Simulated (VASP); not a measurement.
Runs of VASP 6.6.1 on Ag. The structure is that of space group I4/mmm (No. 139), or close to it. The cells are those of the table. 

```csv
cell,gap on the mesh (eV),pressure (GPa)
"a = 2.962, b = 2.962, c = 3.034 Å, angles 59.2, 59.2, 61.6°, 1 atom",none,-10.2
"a = 2.890, b = 2.890, c = 2.962 Å, angles 59.2, 59.2, 61.6°, 1 atom",none,(b)
"a = 2.855, b = 2.855, c = 2.962 Å, angles 58.8, 58.8, 62.5°, 1 atom",none,-2.5
"a = 2.893, b = 2.893, c = 3.034 Å, angles 58.4, 58.4, 63.2°, 1 atom",none,-6.7
"a = 2.928, b = 2.928, c = 3.034 Å, angles 58.8, 58.8, 62.4°, 1 atom",none,(a)
```

Alike in all rows: task single point; level PBEsol; potentials or basis VASP PAW PBE potentials, release 64 (Ag); no spin polarisation; k mesh 20 × 20 × 20; cutoff (eV) 520; smearing gaussian 0.15 eV.

**Question.** Estimate the missing entries.

**Answer.** (a) -8.7; (b) -5.1.

Caveats: the PAW data sets were made with another functional, which shifts forces and pressure a little; the cell stands under tension (at least some runs).

A k mesh can miss the band edges, and the runs leave out spin-orbit coupling on Ag.

A gap of «none» marks levels without a gap at the run's occupations.
